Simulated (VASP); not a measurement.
# Se (P3_221) in VASP: single point with PBEsol

Aim: the single point of Se with PBEsol.

Everything below comes from runs of VASP 6.6.1. Logs are shortened: lines on timing, memory, paths and dates and some standing lists are left out, and cuts for length are marked.

### Step 1. The cell of the first run

Symmetry: P3_221, No. 154, trigonal system. The conventional cell has a = 4.008 Å, b = 4.008 Å, c = 5.331 Å, α = 90.00°, β = 90.00°, γ = 120.00°. Within 3.4 Å of Se (site symmetry 2) lie 6 Se at 2.58 to 3.12 Å.

### Step 2. Single point, PBEsol (Te replaced by Se, lengths x 0.922, strained)

The input, INCAR:

```
SYSTEM = Se
PREC = Accurate ; ENCUT = 520
EDIFF = 1E-6 ; ISMEAR = 0
SIGMA = 0.01 ; LREAL = .FALSE.
LASPH = .TRUE. ; NELM = 80
ALGO = Normal ; ISIF = 2
LWAVE = .FALSE. ; LCHARG = .FALSE.
GGA = PS ; NBANDS = 16
```

The input, KPOINTS:

```
regular mesh
0
G
  12 12 8
  0 0 0
```

The input, POSCAR:

```
Se
1.0
    4.0081567134      0.0000000000      0.0000000000
   -2.0040783567      3.4711655362      0.0000000000
    0.0000000000      0.0000000000      5.3313056448
Se
3
Direct
    0.2690000000      0.0000000000      0.1666666667
    0.0000000000      0.2690000000      0.8333333333
    0.7310000000      0.7310000000      0.5000000000
```

Potentials or basis: VASP PAW PBE potentials, release 64 (Se).

Launch:

```bash
$ cat potpaw_PBE.64/Se/POTCAR > POTCAR
$ mpirun -np 1 vasp_std > vasp.out
```

OUTCAR:

```text
SYSTEM = Se
   PREC = Accurate
   ENCUT = 520
   EDIFF = 1E-6
   ISMEAR = 0
   LREAL = .FALSE.
   LASPH = .TRUE.
   NELM = 80
   ISIF = 2
   GGA = PS

 ion  position               nearest neighbor table
   1  0.269  0.000  0.167-   3 2.58   2 2.58
   2  0.000  0.269  0.833-   3 2.58   1 2.58
   3  0.731  0.731  0.500-   1 2.58   2 2.58

  LATTYP: Found a hexagonal cell.
 ALAT       =     4.0081567134
 C/A-ratio  =     1.3301140714

  Lattice vectors:

 A1 = (   4.0081567134,   0.0000000000,   0.0000000000)
 A2 = (  -2.0040783567,   3.4711655362,   0.0000000000)
 A3 = (   0.0000000000,   0.0000000000,   5.3313056448)

Analysis of symmetry for initial positions (statically):
=====================================================================
 Subroutine PRICEL returns:
 Original cell was already a primitive cell.

 Routine SETGRP: Setting up the symmetry group for a
 hexagonal supercell.

 Subroutine GETGRP returns: Found  6 space group operations
 (whereof  2 operations were pure point group operations)
 out of a pool of 24 trial point group operations.

The static configuration has the point symmetry C_2 .
 The point group associated with its full space group is D_3 .

Analysis of symmetry for dynamics (positions and initial velocities):
=====================================================================
 Subroutine PRICEL returns:
 Original cell was already a primitive cell.

 Routine SETGRP: Setting up the symmetry group for a
 hexagonal supercell.

 Subroutine GETGRP returns: Found  6 space group operations
 (whereof  2 operations were pure point group operations)
 out of a pool of 24 trial point group operations.

The dynamic configuration has the point symmetry C_2 .
 The point group associated with its full space group is D_3 .

 Subroutine INISYM returns: Found  6 space group operations
 (whereof  2 operations are pure point group operations),
 and found     1 'primitive' translations

----------------------------------------------------------------------------------------

                                     Primitive cell

  volume of cell :      74.1743

  direct lattice vectors                    reciprocal lattice vectors
     4.008156713  0.000000000  0.000000000     0.249491243  0.144043836  0.000000000
[... 82 lines left out ...]
   ISPIN  =      1    spin polarized calculation?
   LNONCOLLINEAR =      F non collinear calculations
   LSORBIT =      F    spin-orbit coupling
   LASPH  =      T    aspherical Exc in radial PAW
   ENCUT  =  520.0 eV  38.22 Ry    6.18 a.u.   7.45  7.45  9.91*2*pi/ulx,y,z
   NELM   =     80;   NELMIN=  2; NELMDL= -5     # of ELM steps
   EDIFF  = 0.1E-05   stopping-criterion for ELM
   LREAL  =      F    real-space projection
   EDIFFG = 0.1E-04   stopping-criterion for IOM
   NSW    =      0    number of steps for IOM
   IBRION =     -1    ionic relax: 0-MD 1-quasi-New 2-CG
   NFREE  =      0    steps in history (QN), initial steepest desc. (CG)
   ISIF   =      2    stress and relaxation
   ISYM   =      2    0-nonsym 1-usesym 2-fastsym
   POTIM  = 0.5000    time-step for ionic-motion
   TEBEG  =    0.0;   TEEND  =   0.0 temperature during run
   PSTRESS=    0.0 pullay stress
   NELECT =      18.0000    total number of electrons
   NUPDOWN=      -1.0000    fix difference up-down
   EMIN   =  10.00;   EMAX   =-10.00  energy-range for DOS
   EFERMI =   0.00;   METHOD = LEGACY
   ISMEAR =     0;   SIGMA  =   0.01  broadening in eV -4-tet -1-fermi 0-gaus
   EFERMI_NEDOS =   21; number of points for ismear=-14 and -15
   IALGO  =     38    algorithm
   IMIX   =      4    mixing-type and parameters
     AMIX     =   0.40;   BMIX     =  1.00
     AMIX_MAG =   1.60;   BMIX_MAG =  1.00
  volume/ion in A,a.u.               =      24.72       166.85
  Fermi-wavevector in a.u.,A,eV,Ry     =   1.021130  1.929656 14.186889  1.042707
  Thomas-Fermi vector in A             =   2.154738
   LORBIT       =      0    0 simple, 1 ext, 2 COOP (PROOUT), +10 PAW based schemes
   GGA     = PS    functional components
   LHFCALC =     F    Hartree Fock is set to
   AEXX    =    0.0000 exact exchange contribution
   IVDW    =     0    specifies the selected vdW correction
   LEPSILON=     F    determine dielectric tensor
   LRPA    =     F    only Hartree local field effects (RPA)
 non-spin polarized calculation
 Gauss-broadening in eV      SIGMA  =   0.01
  energy-cutoff  :      520.00
  volume of cell :       74.17
 maximum number of plane-waves:      2023
 NGX is ok and might be reduce to    30
   NGX = 15   NGY = 15   NGZ = 19

 number of electron      18.0000002 magnetization

 Free energy of the ion-electron system (eV)
  ---------------------------------------------------
  ext. energy  EPLUGINS =         0.00000000
  ---------------------------------------------------
  free energy    TOTEN  =       -11.41990175 eV

  energy without entropy =      -11.41990175  energy(sigma->0) =      -11.41990175

 E-fermi :   3.5876     XC(G=0):  -9.6379

 val. band max:        3.4696718473   @ k =   0.3333   0.3333   0.5000
 cond. band min:       3.6324531256   @ k =   0.3333   0.3333   0.5000
 fundamental gap:      0.1627812783
 Fermi energy:         3.5875946998

 k-point     1 :       0.0000    0.0000    0.0000
  band No.  band energies     occupation
      1     -12.0616      2.00000
      2      -8.4414      2.00000
      3      -8.4414      2.00000
      4       0.2733      2.00000
      5       0.4380      2.00000
      6       0.4380      2.00000
[... 433 lines left out ...]
      3      -7.8337      2.00000
      4      -0.8532      2.00000
      5      -0.0756      2.00000
      6       0.2276      2.00000
[... 8 lines left out ...]
     15      11.1776      0.00000
     16      11.2936      0.00000

 [... further k-points ...]
[... 5 lines left out ...]
  --------------------------------------------------------------------------------------
  -------------------------------------------------------------------------------------
  Total       -1.9777866     -1.9777866     -3.2255071      0.0000000      0.0000000      0.0000000
  in kB      -42.7205073    -42.7205073    -69.6714728      0.0000000      0.0000000      0.0000000
  external PRESSURE =     -51.7041625 kB  Pullay stress =       0.0000000 kB

 VOLUME and BASIS-vectors are now :
 -----------------------------------------------------------------------------
  energy-cutoff  :      520.00
  volume of cell :       74.17
      direct lattice vectors                 reciprocal lattice vectors
     4.008156713  0.000000000  0.000000000     0.249491243  0.144043836  0.000000000
    -2.004078357  3.471165536  0.000000000     0.000000000  0.288087672  0.000000000
     0.000000000  0.000000000  5.331305645     0.000000000  0.000000000  0.187571313

 POSITION                                       TOTAL-FORCE (eV/Angst)
 -----------------------------------------------------------------------------------
      1.07819      0.00000      0.88855        -0.639930     -0.000000     -0.000000
     -0.53910      0.93374      4.44275         0.319965     -0.554195      0.000000
      1.46498      2.53742      2.66565         0.319965      0.554195      0.000000
 -----------------------------------------------------------------------------------
    total drift:                                0.000000      0.000000     -0.000000

  FREE ENERGIE OF THE ION-ELECTRON SYSTEM (eV)
  ---------------------------------------------------
  free  energy   TOTEN  =       -11.4199017484 eV

  energy  without entropy=      -11.4199017484  energy(sigma->0) =      -11.41990175
```

OSZICAR:

```text
N       E                     dE             d eps       ncg     rms          rms(c)
DAV:   1     0.783250686824E+02    0.78325E+02   -0.73448E+03  4192   0.947E+02
DAV:   2    -0.658847019221E+01   -0.84914E+02   -0.80793E+02  5528   0.154E+02
DAV:   3    -0.114465459264E+02   -0.48581E+01   -0.48366E+01  5160   0.414E+01
DAV:   4    -0.114775855992E+02   -0.31040E-01   -0.31031E-01  5696   0.391E+00
DAV:   5    -0.114777665925E+02   -0.18099E-03   -0.18099E-03  5328   0.296E-01    0.599E+00
DAV:   6    -0.114350048964E+02    0.42762E-01   -0.24515E-02  5368   0.980E-01    0.363E+00
DAV:   7    -0.114204413902E+02    0.14564E-01   -0.47996E-02  5016   0.134E+00    0.170E-01
DAV:   8    -0.114198591006E+02    0.58229E-03   -0.62937E-03  4840   0.467E-01    0.898E-02
DAV:   9    -0.114199046037E+02   -0.45503E-04   -0.19185E-04  6048   0.919E-02    0.289E-02
DAV:  10    -0.114199014838E+02    0.31200E-05   -0.19206E-05  5280   0.277E-02    0.463E-03
DAV:  11    -0.114199017484E+02   -0.26459E-06   -0.20567E-06  4928   0.892E-03
   1 F= -.11419902E+02 E0= -.11419902E+02  d E =-.178562E-13
```

stdout:

```text
POSCAR found type information on POSCAR Se
 POSCAR found :  1 types and       3 ions
 scaLAPACK will be used
 -----------------------------------------------------------------------------
|                                                                             |
|                                                                             |
|     You enforced a specific xc type in the INCAR file but a different       |
|     I HOPE YOU KNOW WHAT YOU ARE DOING!                                     |
|                                                                             |
 -----------------------------------------------------------------------------

 LDA part: xc-table for (Slater+PW92), standard interpolation
 POSCAR, INCAR and KPOINTS ok, starting setup
 FFT: planning ... GRIDC
 FFT: planning ... GRID_SOFT
 FFT: planning ... GRID
 WAVECAR not read
 entering main loop
```

It took 41 s on 1 thread of Intel Xeon 6975P-C (Granite Rapids), shared host; peak memory 0.25 GiB.

What came out:

```
Free energy            : -11.4199 eV
Pressure               : -5.2 GPa
Largest force          : 0.640 eV/Å
Band gap on the k mesh : 0.16 eV
```

Forces in eV/Å, atoms in the order of the input:
```
Se  -0.640  0.000  0.000
Se   0.320 -0.554  0.000
Se   0.320  0.554  0.000
```

Caveat: the cell differs from its parent crystal (Te replaced by Se, lengths x 0.922, strained); the cell stands under tension; the PAW data sets were made with another functional, which shifts forces and pressure a little. A k mesh can miss the band edges.
